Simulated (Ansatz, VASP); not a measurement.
Two plane-wave programs on W

Contents of INCAR:

```
SYSTEM = W
ALGO = Normal
EDIFF = 1E-6
EDIFFG = -0.005
ENCUT = 600
GGA = PE
IBRION = 2
ISIF = 3
ISMEAR = -1
LASPH = .True.
LCHARG = .False.
LREAL = .False.
LWAVE = .False.
NELM = 100
NSW = 60
PREC = Accurate
SIGMA = 0.05
```

KPOINTS

```
k-points
0
Gamma
  18 18 18
  0 0 0
```

The input POSCAR:

```
W
1.0
    0.0000000000      2.0060235071      2.0060235071
    2.0060235071      0.0000000000      2.0060235071
    2.0060235071      2.0060235071      0.0000000000
W
1
Direct
    0.0000000000      0.0000000000      0.0000000000
```

Input for Ansatz:

```yaml
crystal:
  lattice:
    - [0.0, 2.0060235071, 2.0060235071]
    - [2.0060235071, 0.0, 2.0060235071]
    - [2.0060235071, 2.0060235071, 0.0]
  atoms:
    - { symbol: W, position: [0.0, 0.0, 0.0] }
kpoints:
  mp_grid: { grid: [18, 18, 18] }
scf:
  occupations: { method: fermi_dirac, width: 0.05 }
hamiltonian:
  xc: pbe
  pseudopotentials: { kind: paw }
output:
  forces: true
  stress: true
relax:
  f_tol: 0.005
  max_steps: 40
  cell: {}
```

Alike in both runs: task relaxation of cell and atoms; functional PBE; k mesh 18 × 18 × 18; occupations fermi-dirac, width 0.05 eV; no spin polarisation.

|  | VASP | Ansatz |
| --- | --- | --- |
| version | VASP 6.6.1 | Ansatz 0.2.0 |
| potentials or method | VASP PAW PBE potentials, release 64 (W_sv) | PAW with Ansatz's default frozen-core files, scalar-relativistic |
| plane-wave cutoff (eV) | 600 | 420 |
| valence electrons in the cell | 14 | 14 |

Ansatz gave:

```
relaxed volume (Å³/atom)                                     : 16.45
relaxed cell length with the largest relative difference (Å) : 2.855
```

Question: Which values does VASP return?

Answer: Relaxed volume (Å³/atom): 16.48; relaxed cell length with the largest relative difference (Å): 2.857.

Neither program's run includes spin-orbit coupling.
